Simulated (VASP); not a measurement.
# ZnS (F-43m) in VASP: a series of runs

The runs below take ZnS through relaxation of cell and atoms, with LDA.

Program: VASP 6.6.1. These are calculated values, not measurements. Logs are shortened: lines on timing, memory, paths and dates and some standing lists are left out, and cuts for length are marked.

### Step 1. The cell of the first run

It takes space group F-43m (No. 216, cubic). Conventional cell: a = 5.297 Å, b = 5.297 Å, c = 5.297 Å, α = 90.00°, β = 90.00°, γ = 90.00°. Within 3.0 Å of Zn (site symmetry -43m) lie 4 S at 2.29 Å. Within 3.0 Å of S (site symmetry -43m) lie 4 Zn at 2.29 Å.

### Step 2. Relaxation of cell and atoms, LDA, target pressure 15 GPa, at which the enthalpy is minimised

File INCAR:

```
SYSTEM = ZnS
PREC = Accurate
ENCUT = 600
EDIFF = 1E-6
ISMEAR = 0
SIGMA = 0.01
LREAL = .False.
LASPH = .True.
NELM = 80
ALGO = Normal
ISIF = 3
LWAVE = .False.
LCHARG = .False.
IBRION = 2
NSW = 100
EDIFFG = -0.002
PSTRESS = 150.0
```

File KPOINTS:

```
regular mesh
0
Gamma
  8 8 8
  0 0 0
```

File POSCAR:

```
ZnS
1.0
    0.0000000000      2.6484702549      2.6484702549
    2.6484702549      0.0000000000      2.6484702549
    2.6484702549      2.6484702549      0.0000000000
Zn S
1 1
Direct
    0.7500000000      0.7500000000      0.7500000000
    0.0000000000      0.0000000000      0.0000000000
```

Potentials or basis: VASP PAW LDA potentials, release 64 (Zn, S).

Launch:

```console
cat potpaw_LDA.64/Zn/POTCAR potpaw_LDA.64/S/POTCAR > POTCAR
mpirun -np 1 vasp_std > vasp.out
```

OUTCAR:

```text
SYSTEM = ZnS
   PREC = Accurate
   ENCUT = 600
   EDIFF = 1E-6
   ISMEAR = 0
   LREAL = .False.
   LASPH = .True.
   NELM = 80
   ISIF = 3
   IBRION = 2
   NSW = 100
   EDIFFG = -0.002
   PSTRESS = 150.0

 ion  position               nearest neighbor table
   1  0.750  0.750  0.750-   2 2.29   2 2.29   2 2.29   2 2.29
   2  0.000  0.000  0.000-   1 2.29   1 2.29   1 2.29   1 2.29

  LATTYP: Found a face centered cubic cell.
 ALAT       =     5.2969405098

  Lattice vectors:

 A1 = (   0.0000000000,   2.6484702549,   2.6484702549)
 A2 = (   2.6484702549,   0.0000000000,   2.6484702549)
 A3 = (   2.6484702549,   2.6484702549,   0.0000000000)

Analysis of symmetry for initial positions (statically):
=====================================================================
 Subroutine PRICEL returns:
 Original cell was already a primitive cell.

 Routine SETGRP: Setting up the symmetry group for a
 face centered cubic supercell.

 Subroutine GETGRP returns: Found 24 space group operations
 (whereof 24 operations were pure point group operations)
 out of a pool of 48 trial point group operations.

The static configuration has the point symmetry T_d .

Analysis of symmetry for dynamics (positions and initial velocities):
=====================================================================
 Subroutine PRICEL returns:
 Original cell was already a primitive cell.

 Routine SETGRP: Setting up the symmetry group for a
 face centered cubic supercell.

 Subroutine GETGRP returns: Found 24 space group operations
 (whereof 24 operations were pure point group operations)
 out of a pool of 48 trial point group operations.

The dynamic configuration has the point symmetry T_d .

 Subroutine INISYM returns: Found 24 space group operations
 (whereof 24 operations are pure point group operations),
 and found     1 'primitive' translations

----------------------------------------------------------------------------------------

                                     Primitive cell

  volume of cell :      37.1548

  direct lattice vectors                    reciprocal lattice vectors
     0.000000000  2.648470255  2.648470255    -0.188788226  0.188788226  0.188788226
     2.648470255  0.000000000  2.648470255     0.188788226 -0.188788226  0.188788226
     2.648470255  2.648470255  0.000000000     0.188788226  0.188788226 -0.188788226

  length of vectors
     3.745502554  3.745502554  3.745502554     0.326990799  0.326990799  0.326990799

  position of ions in fractional coordinates (direct lattice)
     0.750000000  0.750000000  0.750000000
     0.000000000  0.000000000  0.000000000

  ion indices of the primitive-cell ions
   primitive index   ion index
                 1           1
                 2           2

----------------------------------------------------------------------------------------

 KPOINTS: regular mesh

Automatic generation of k-mesh.
 Grid dimensions read from file:
 generate k-points for:    8    8    8

 Generating k-lattice:

  Cartesian coordinates                     Fractional coordinates (reciprocal lattice)
    -0.023598528  0.023598528  0.023598528     0.125000000  0.000000000  0.000000000
     0.023598528 -0.023598528  0.023598528     0.000000000  0.125000000  0.000000000
     0.023598528  0.023598528 -0.023598528     0.000000000  0.000000000  0.125000000

  Length of vectors
     0.040873850  0.040873850  0.040873850

  Shift w.r.t. Gamma in fractional coordinates (k-lattice)
     0.000000000  0.000000000  0.000000000

 Subroutine IBZKPT returns following result:
 ===========================================

 Found     29 irreducible k-points:

 Following reciprocal coordinates:
            Coordinates               Weight
  0.000000  0.000000  0.000000      1.000000
  0.125000  0.000000  0.000000      8.000000
  0.250000  0.000000  0.000000      8.000000
  0.375000  0.000000  0.000000      8.000000
  0.500000  0.000000  0.000000      4.000000
  0.125000  0.125000  0.000000      6.000000
[... 16 lines left out ...]
  0.500000  0.250000  0.125000     48.000000
 -0.375000  0.250000  0.125000     24.000000
 [... further k-points ...]
   k-points           NKPTS =     29   k-points in BZ     NKDIM =     29   number of bands    NBANDS=     13
   number of dos      NEDOS =    301   number of ions     NIONS =      2
   total plane-waves  NPLWV =  27000
   dimension x,y,z NGX =    30 NGY =   30 NGZ =   30
   dimension x,y,z NGXF=    60 NGYF=   60 NGZF=   60
   ions per type =               1   1
   NGX,Y,Z   is equivalent  to a cutoff of  13.32, 13.32, 13.32 a.u.
   NGXF,Y,Z  is equivalent  to a cutoff of  26.63, 26.63, 26.63 a.u.
 SYSTEM =  ZnS
   PREC   = accura    normal or accurate (medium, high low for compatibility)
   ISTART =      0    job   : 0-new  1-cont  2-samecut
   ICHARG =      2    charge: 1-file 2-atom 10-const
   ISPIN  =      1    spin polarized calculation?
   LNONCOLLINEAR =      F non collinear calculations
   LSORBIT =      F    spin-orbit coupling
   LASPH  =      T    aspherical Exc in radial PAW
   ENCUT  =  600.0 eV  44.10 Ry    6.64 a.u.   7.48  7.48  7.48*2*pi/ulx,y,z
   NELM   =     80;   NELMIN=  2; NELMDL= -5     # of ELM steps
   EDIFF  = 0.1E-05   stopping-criterion for ELM
   LREAL  =      F    real-space projection
   EDIFFG = -.2E-02   stopping-criterion for IOM
   NSW    =    100    number of steps for IOM
   IBRION =      2    ionic relax: 0-MD 1-quasi-New 2-CG
   NFREE  =      1    steps in history (QN), initial steepest desc. (CG)
   ISIF   =      3    stress and relaxation
   ISYM   =      2    0-nonsym 1-usesym 2-fastsym
   POTIM  = 0.5000    time-step for ionic-motion
   TEBEG  =    0.0;   TEEND  =   0.0 temperature during run
   PSTRESS=  150.0 pullay stress
   NELECT =      18.0000    total number of electrons
   NUPDOWN=      -1.0000    fix difference up-down
   EMIN   =  10.00;   EMAX   =-10.00  energy-range for DOS
   EFERMI =   0.00;   METHOD = LEGACY
   ISMEAR =     0;   SIGMA  =   0.01  broadening in eV -4-tet -1-fermi 0-gaus
   EFERMI_NEDOS =   21; number of points for ismear=-14 and -15
   IALGO  =     38    algorithm
   IMIX   =      4    mixing-type and parameters
     AMIX     =   0.40;   BMIX     =  1.00
     AMIX_MAG =   1.60;   BMIX_MAG =  1.00
  volume/ion in A,a.u.               =      18.58       125.37
  Fermi-wavevector in a.u.,A,eV,Ry     =   1.285762  2.429738 22.492931  1.653184
  Thomas-Fermi vector in A             =   2.417877
   LORBIT       =      0    0 simple, 1 ext, 2 COOP (PROOUT), +10 PAW based schemes
   GGA     = CA    functional components
   LHFCALC =     F    Hartree Fock is set to
   AEXX    =    0.0000 exact exchange contribution
   IVDW    =     0    specifies the selected vdW correction
   LEPSILON=     F    determine dielectric tensor
   LRPA    =     F    only Hartree local field effects (RPA)
 conjugate gradient relaxation of ions
 non-spin polarized calculation
 Gauss-broadening in eV      SIGMA  =   0.01
  energy-cutoff  :      600.00
  volume of cell :       37.15
 maximum number of plane-waves:      1254
 NGX is ok and might be reduce to    30
   NGX = 15   NGY = 15   NGZ = 15

--------------------------------------- Ionic step        1  -------------------------------------------

 number of electron      17.9999987 magnetization

 Free energy of the ion-electron system (eV)
  ---------------------------------------------------
  ext. energy  EPLUGINS =         0.00000000
  ---------------------------------------------------
  free energy    TOTEN  =        -8.20770397 eV

  energy without entropy =       -8.20770397  energy(sigma->0) =       -8.20770397

------------------------ aborting loop because EDIFF is reached ----------------------------------------

  FORCE on cell =-STRESS in cart. coord.  units (eV):
  Direction    XX          YY          ZZ          XY          YZ          ZX
  --------------------------------------------------------------------------------------
  -------------------------------------------------------------------------------------
  Total        0.0596656      0.0596656      0.0596656     -0.0000000      0.0000000      0.0000000
  in kB        2.5728770      2.5728770      2.5728770     -0.0000000      0.0000000      0.0000000
  external PRESSURE =    -147.4271230 kB  Pullay stress =     150.0000000 kB
[... 25 lines left out ...]
--------------------------------------- Ionic step        2  -------------------------------------------

 number of electron      18.0000007 magnetization

 E-fermi :   5.6117     XC(G=0): -11.5734

 val. band max:        5.5659440461   @ k =   0.0000   0.0000   0.0000
 cond. band min:       7.9064467873   @ k =   0.5000   0.5000   0.0000
 fundamental gap:      2.3405027412
 Fermi energy:         5.6116902712

 k-point     1 :       0.0000    0.0000    0.0000
  band No.  band energies     occupation
      1     -10.3317      2.00000
      2      -2.8156      2.00000
      3      -2.8156      2.00000
      4      -2.8156      2.00000
      5      -1.9021      2.00000
      6      -1.9021      2.00000
      7       5.5659      2.00000
      8       5.5659      2.00000
      9       5.5659      2.00000
     10       8.9783      0.00000
     11      11.3677      0.00000
     12      11.3677      0.00000
     13      11.3677      0.00000
[... 354 lines left out ...]
  band No.  band energies     occupation
      1      -8.3929      2.00000
      2      -2.6772      2.00000
      3      -2.5343      2.00000
      4      -2.2010      2.00000
      5      -1.8881      2.00000
      6      -1.5461      2.00000
      7      -1.2717      2.00000
      8       1.9662      2.00000
      9       3.1082      2.00000
     10      10.8242      0.00000
     11      11.0324      0.00000
     12      13.8657      0.00000
     13      15.1926      0.00000

 [... further k-points ...]

------------------------ aborting loop because EDIFF is reached ----------------------------------------

  FORCE on cell =-STRESS in cart. coord.  units (eV):
  Direction    XX          YY          ZZ          XY          YZ          ZX
  --------------------------------------------------------------------------------------
  -------------------------------------------------------------------------------------
  Total        7.1944751      7.1944751      7.1944751      0.0000000     -0.0000000     -0.0000000
  in kB      401.6337100    401.6337100    401.6337100      0.0000000     -0.0000000     -0.0000000
  external PRESSURE =     251.6337100 kB  Pullay stress =     150.0000000 kB
[... 59 lines left out ...]
  energy  without entropy=       -8.0290223745  energy(sigma->0) =       -8.02902237

  enthalpy is  TOTEN    =        -4.9557889636 eV   P V=        3.0732334109

[... ionic steps 4 to 9 ...]

--------------------------------------- Ionic step       10  -------------------------------------------

 number of electron      18.0000002 magnetization

------------------------ aborting loop because EDIFF is reached ----------------------------------------
[... 71 lines left out ...]
--------------------------------------- Ionic step       12  -------------------------------------------

 number of electron      18.0000002 magnetization

 Free energy of the ion-electron system (eV)
  ---------------------------------------------------
  ext. energy  EPLUGINS =         0.00000000
  ---------------------------------------------------
  free energy    TOTEN  =        -8.01863685 eV

  energy without entropy =       -8.01863685  energy(sigma->0) =       -8.01863685

 E-fermi :   3.9827     XC(G=0): -10.9224

 val. band max:        3.9057712237   @ k =   0.0000   0.0000   0.0000
 cond. band min:       6.6362003959   @ k =   0.5000   0.5000   0.0000
 fundamental gap:      2.7304291722
 Fermi energy:         3.9827470895

 k-point     1 :       0.0000    0.0000    0.0000
  band No.  band energies     occupation
      1     -10.7024      2.00000
      2      -3.5462      2.00000
      3      -3.5462      2.00000
      4      -3.5462      2.00000
      5      -2.8248      2.00000
      6      -2.8248      2.00000
      7       3.9058      2.00000
      8       3.9058      2.00000
      9       3.9058      2.00000
     10       6.6687      0.00000
     11       9.9586      0.00000
     12       9.9586      0.00000
     13       9.9586      0.00000
[... 354 lines left out ...]
  band No.  band energies     occupation
      1      -9.1386      2.00000
      2      -3.4034      2.00000
      3      -3.3007      2.00000
      4      -2.9787      2.00000
      5      -2.8111      2.00000
      6      -2.4577      2.00000
      7      -2.1720      2.00000
      8       0.8412      2.00000
      9       1.8973      2.00000
     10       9.1186      0.00000
     11       9.4465      0.00000
     12      11.9948      0.00000
     13      13.2417      0.00000

 [... further k-points ...]

------------------------ aborting loop because EDIFF is reached ----------------------------------------

  FORCE on cell =-STRESS in cart. coord.  units (eV):
  Direction    XX          YY          ZZ          XY          YZ          ZX
  --------------------------------------------------------------------------------------
  -------------------------------------------------------------------------------------
  Total        3.0607080      3.0607080      3.0607080      0.0000000      0.0000000      0.0000000
  in kB      149.9033559    149.9033559    149.9033559      0.0000000      0.0000000      0.0000000
  external PRESSURE =      -0.0966441 kB  Pullay stress =     150.0000000 kB
[... 21 lines left out ...]
  energy  without entropy=       -8.0186368469  energy(sigma->0) =       -8.01863685

  enthalpy is  TOTEN    =        -4.9559555707 eV   P V=        3.0626812761

 reached required accuracy - stopping structural energy minimisation
```

Run time: 3.2 min. Hardware: 1 thread of AMD EPYC 7R13, shared host; peak memory 0.13 GiB.

Results:

* Free energy: -8.0186 eV
* Relaxed volume: 16.36 Å³/atom
* Relaxed cell: a = 3.590 Å, b = 3.590 Å, c = 3.590 Å, α = 60.00°, β = 60.00°, γ = 60.00°
* Space group after relaxing (to 0.05 Å): F-43m (No. 216)
* Energy change on relaxing (the enthalpy is what falls): +94.5 meV/atom
* Ionic steps: 12
* Pressure after relaxing: 15.0 GPa
* Band gap on the k mesh: 2.73 eV, indirect (least direct gap 2.76 eV)

The path:
```tsv
step	energy change (eV)	largest force (eV/Å)	pressure (GPa)	volume (Å³)
1	0.0000	0.0000	0.26	37.15
2	0.8488	0.0000	40.16	28.70
3	0.1787	0.0000	14.52	32.83
4	0.1871	0.0000	14.92	32.73
5	0.1951	0.0000	15.30	32.65
6	0.1827	0.0000	14.71	32.78
7	0.1887	0.0000	14.97	32.72
8	0.1892	0.0000	15.02	32.71
9	0.1890	0.0000	14.98	32.71
10	0.1898	0.0000	15.10	32.71
11	0.1891	0.0000	15.02	32.71
12	0.1891	0.0000	14.99	32.71
```

Final structure:
```
Zn S
1.0
     0.00000    2.53842    2.53842
     2.53842    0.00000    2.53842
     2.53842    2.53842    0.00000
Zn S
1 1
Direct
  0.75000 0.75000 0.75000
  0.00000 0.00000 0.00000
```

Caveat: the cell is relaxed towards a set pressure, so the enthalpy falls and the energy may rise. LDA gaps usually lie below the measured ones, often by a third to a half.

(Part 1 of 2 ends here.)
